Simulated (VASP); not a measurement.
# TaN (P1) in VASP: notebook, part 2 of 2

VASP 6.6.1. The steps go on from the part before.

## Step 4: Single point, PBE

Input file INCAR:

```
ALGO = Normal
EDIFF = 1E-6
ENCUT = 520
GGA = PE
ISIF = 2
ISMEAR = -1
LASPH = T
LCHARG = F
LREAL = F
LWAVE = F
NBANDS = 60
NELM = 100
PREC = Accurate
SIGMA = 0.17
```

Input file KPOINTS:

```
k-points
0
Gamma
  2 2 2
```

Input file POSCAR:

```
TaN
1.0
    5.4568860000      0.0000000000      0.0000000000
   -2.7284430000      4.7258020000      0.0000000000
    0.0000000000      0.0000000000      6.1075020000
Ta N
6 6
Direct
    0.0502571540      0.0578526142     -0.0678509806
    0.3745612967      0.6838839207      0.2303724174
    0.6675170669      0.3101272546      0.2522471544
    0.0096687025      0.0225993387      0.4338762394
    0.3300423990      0.7086839440      0.7159719309
    0.6557604928      0.3765921636      0.7323943570
    0.4157549580      0.0326293823     -0.0082685196
    0.6458372434      0.6928347823     -0.0566680126
    0.0439665347      0.4463792601     -0.0187146889
    0.4244099407      0.0566464697      0.4760702493
    0.6369264347      0.6536456669      0.5013178874
    0.1158021440      0.4305089380      0.4579777461
```

Potentials or basis: VASP PAW PBE potentials, release 64 (Ta_pv, N).

On the command line:

```console
$ cat potpaw_PBE.64/Ta_pv/POTCAR potpaw_PBE.64/N/POTCAR > POTCAR
$ mpirun -np 1 vasp_std > vasp.out
```

OUTCAR:

```text
EDIFF = 1E-6
   ENCUT = 520
   GGA = PE
   ISIF = 2
   ISMEAR = -1
   LASPH = T
   LREAL = F
   NELM = 100
   PREC = Accurate

 ion  position               nearest neighbor table
   1  0.050  0.058  0.932-   7 2.10   8 2.11   9 2.16   4 3.05   4 3.07   6 3.11   5 3.26   5 3.36
                             6 3.46   2 3.47   3 3.53   6 3.59   3 3.60
   2  0.375  0.684  0.230-  12 1.97   9 2.22  11 2.25   8 2.28   7 2.32  10 2.43   3 2.96   5 2.98
                             5 3.16   3 3.16   4 3.25   3 3.35   4 3.37   1 3.47   4 3.55
[... 725 lines left out ...]
  energy-cutoff  :      520.00
  volume of cell :      157.50
      direct lattice vectors                 reciprocal lattice vectors
     5.456886000  0.000000000  0.000000000     0.183254699  0.105802147  0.000000000
    -2.728443000  4.725802000  0.000000000     0.000000000  0.211604295  0.000000000
     0.000000000  0.000000000  6.107502000     0.000000000  0.000000000  0.163733061

 POSITION                                       TOTAL-FORCE (eV/Angst)
 -----------------------------------------------------------------------------------
      0.11640      0.27340      5.69310        -1.440676     -0.042535      2.060618
      0.17800      3.23190      1.40700         0.508887      1.376376     -2.455685
      2.79640      1.46560      1.54060         1.146841      3.412592     -3.167241
     -0.00890      0.10680      2.64990         1.525416      0.022402      1.749913
     -0.13260      3.34910      4.37280         2.089792      0.568423      1.893696
      2.55090      1.77970      4.47310         1.299245      0.847732      1.316933
      2.17970      0.15420      6.05700        -0.832414      0.491036     -0.768537
      1.63390      3.27420      5.76140         0.136041     -0.832870      0.204601
     -0.97800      2.10950      5.99320        -0.100349     -1.474470     -0.897757
      2.16140      0.26770      2.90760        -0.817363     -2.726345      1.251396
      1.69220      3.08900      3.06180         0.333350     -0.220211     -1.623083
     -0.54270      2.03450      2.79710        -3.848772     -1.422129      0.435145
 -----------------------------------------------------------------------------------
    total drift:                                0.000023     -0.000104     -0.000125

  FREE ENERGIE OF THE ION-ELECTRON SYSTEM (eV)
  ---------------------------------------------------
  free  energy   TOTEN  =      -129.2982110252 eV

  energy  without entropy=     -128.8715835573  energy(sigma->0) =     -129.08489729
```

OSZICAR:

```text
N       E                     dE             d eps       ncg     rms          rms(c)
DAV:   1     0.952120768365E+03    0.95212E+03   -0.51733E+04   960   0.165E+03
DAV:   2    -0.725325943812E+02   -0.10247E+04   -0.98389E+03  1096   0.483E+02
DAV:   3    -0.148584742175E+03   -0.76052E+02   -0.74533E+02  1184   0.122E+02
DAV:   4    -0.150669218935E+03   -0.20845E+01   -0.20617E+01  1168   0.197E+01
DAV:   5    -0.150732188339E+03   -0.62969E-01   -0.62755E-01  1216   0.289E+00    0.505E+01
DAV:   6    -0.130487270320E+03    0.20245E+02   -0.14312E+02  1236   0.431E+01    0.209E+01
DAV:   7    -0.129471924783E+03    0.10153E+01   -0.98392E+00  1152   0.126E+01    0.126E+01
DAV:   8    -0.129365867669E+03    0.10606E+00   -0.15127E+00  1160   0.689E+00    0.199E+00
DAV:   9    -0.129300876958E+03    0.64991E-01   -0.26793E-01  1224   0.347E+00    0.781E-01
DAV:  10    -0.129298149457E+03    0.27275E-02   -0.55006E-02  1208   0.938E-01    0.415E-01
DAV:  11    -0.129298087788E+03    0.61669E-04   -0.38810E-03  1160   0.344E-01    0.170E-01
DAV:  12    -0.129298230807E+03   -0.14302E-03   -0.86796E-04  1240   0.143E-01    0.378E-02
DAV:  13    -0.129298216969E+03    0.13838E-04   -0.11379E-04  1312   0.588E-02    0.220E-02
DAV:  14    -0.129298212842E+03    0.41274E-05   -0.50609E-05  1232   0.350E-02    0.147E-02
DAV:  15    -0.129298211548E+03    0.12940E-05   -0.11123E-05  1176   0.150E-02    0.745E-03
DAV:  16    -0.129298211025E+03    0.52274E-06   -0.32420E-06   888   0.840E-03
   1 F= -.12929821E+03 E0= -.12908490E+03  d E =-.426627E+00
```

stdout:

```text
POSCAR found type information on POSCAR TaN
 POSCAR found :  2 types and      12 ions
 scaLAPACK will be used
 LDA part: xc-table for (Slater+PW92), standard interpolation
 POSCAR, INCAR and KPOINTS ok, starting setup
 FFT: planning ... GRIDC
 FFT: planning ... GRID_SOFT
 FFT: planning ... GRID
 WAVECAR not read
 entering main loop
```

Wall time 67 s (1 thread of Intel Xeon Platinum 8488C (Sapphire Rapids), shared host); peak memory 0.29 GiB.

What came out:

| Item | Value |
| --- | --- |
| Free energy | -129.2982 eV |
| Pressure | -16.3 GPa |
| Largest force | 4.795 eV/Å |
| Band gap on the k mesh | zero (band 48 reaches 6.43 eV, above the bottom of band 49 at 6.42 eV) |

Forces on the atoms (eV/Å):
```
Ta  -1.441 -0.043  2.061
Ta   0.509  1.376 -2.456
Ta   1.147  3.413 -3.167
Ta   1.525  0.022  1.750
Ta   2.090  0.568  1.894
Ta   1.299  0.848  1.317
N   -0.832  0.491 -0.769
N    0.136 -0.833  0.205
N   -0.100 -1.474 -0.898
N   -0.817 -2.726  1.251
N    0.333 -0.220 -1.623
N   -3.849 -1.422  0.435
```

Levels at points of the mesh, in eV from the Fermi level:
| k point | band 46 | band 47 | band 48 | band 49 | band 50 | band 51 |
| --- | --- | --- | --- | --- | --- | --- |
| (0.00, 0.00, 0.00) | -0.86 | -0.62 | -0.16 | 0.68 | 0.71 | 1.14 |
| (0.50, 0.00, 0.00) | -1.26 | -1.00 | -0.30 | 0.14 | 1.07 | 1.19 |
| (0.00, 0.50, 0.00) | -1.41 | -0.89 | -0.13 | 0.07 | 0.85 | 1.29 |
| (0.50, 0.50, 0.00) | -1.51 | -1.00 | -0.22 | 0.35 | 0.69 | 1.36 |
| (0.00, 0.00, 0.50) | -0.96 | -0.48 | -0.38 | 0.16 | 0.74 | 1.05 |
| (0.50, 0.00, 0.50) | -1.18 | -0.83 | -0.05 | 0.14 | 0.80 | 0.96 |
| (0.00, 0.50, 0.50) | -0.93 | -0.78 | -0.31 | 0.03 | 0.44 | 0.88 |
| (0.50, 0.50, 0.50) | -1.09 | -0.79 | 0.05 | 0.15 | 0.72 | 0.89 |

Caveat: the k points lie up to 0.66 Å⁻¹ apart; spin-orbit coupling is left out, which moves the levels of the heavy elements; forces of over 1 eV/Å act on the atoms, so gaps and moduli don't describe the material at rest.
